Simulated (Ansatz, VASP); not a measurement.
One calculation of BeS, two programs

POSCAR

```
BeS
1.0
    0.0427541333      2.3172971951      2.3172971951
    2.3172971951      0.0427541333      2.3172971951
    2.3600513284      2.3600513284      0.0000000000
Be S
1 1
Direct
    0.0000000000      0.0000000000      0.0000000000
    0.5000000000      0.5000000000      0.5000000000
```

File INCAR.step1:

```
  PREC = Accurate
  ENCUT = 520
  ISMEAR = 0
  SIGMA = 0.01
  LREAL = F
  LASPH = T
  NELM = 100
  NBANDS = 11
  GGA = PE
  ALGO = Normal
  EDIFF = 1E-4
  LWAVE = T
  LCHARG = F
```

The input INCAR.step2:

```
  PREC = Accurate
  ENCUT = 520
  EDIFF = 1E-6
  ISMEAR = 0
  SIGMA = 0.01
  LREAL = F
  LASPH = T
  NELM = 100
  ALGO = Normal
  ISIF = 2
  LWAVE = F
  LCHARG = F
  METAGGA = R2SCAN
  LMIXTAU = T
  NBANDS = 11
  ISTART = 1
```

KPOINTS

```
Automatic mesh
0
Gamma
  10 10 10
```

Input for Ansatz:

```yaml
crystal:
  lattice:
    - [0.0427541333, 2.3172971951, 2.3172971951]
    - [2.3172971951, 0.0427541333, 2.3172971951]
    - [2.3600513284, 2.3600513284, 0.0]
  atoms:
    - { symbol: Be, position: [0.0, 0.0, 0.0] }
    - { symbol: S, position: [0.5, 0.5, 0.5] }
kpoints:
  mp_grid: { grid: [10, 10, 10] }
  band_path:
    path:
      - [0.0, 0.0, 0.0]
      - [0.5, 0.0, 0.5]
      - [0.625, 0.25, 0.625]
      - [0.375, 0.375, 0.75]
      - [0.5, 0.5, 0.5]
      - [0.5, 0.25, 0.75]
      - [0.143229, 0.143229, 0.286458]
      - [0.5, 0.5, 0.0]
    npoints: 1
hamiltonian:
  xc: r2scan
scf:
  occupations: { method: fixed }
  n_extra_bands: 4
output:
  forces: true
  stress: true
  eigenvalues: true
```

Change from the starting cell: shear_xy strain +3.7%.

Alike in both runs: task single point; functional r2SCAN; k mesh 10 × 10 × 10; no spin polarisation.

```csv
,VASP,Ansatz
version,VASP 6.6.1,Ansatz 0.2.0
potentials or method,"VASP PAW PBE potentials, release 64 (Be, S)","plane waves, PAW"
plane-wave cutoff (eV),520,500
occupations,"gaussian, width 0.01 eV",fixed
valence electrons in the cell,8,8
```

|  | VASP | Ansatz | Ansatz less VASP |
| --- | --- | --- | --- |
| gap on the k mesh at the Fermi level (eV) | 1.11 | 1.11 | +0.001 |
| pressure (GPa) | -0.1 | 0.1 | +0.12 |
| traceless stress, the component that is largest in VASP (GPa) | -4.57 | -4.59 | -0.018 |

VASP's potentials were made for PBE, not for r2SCAN.
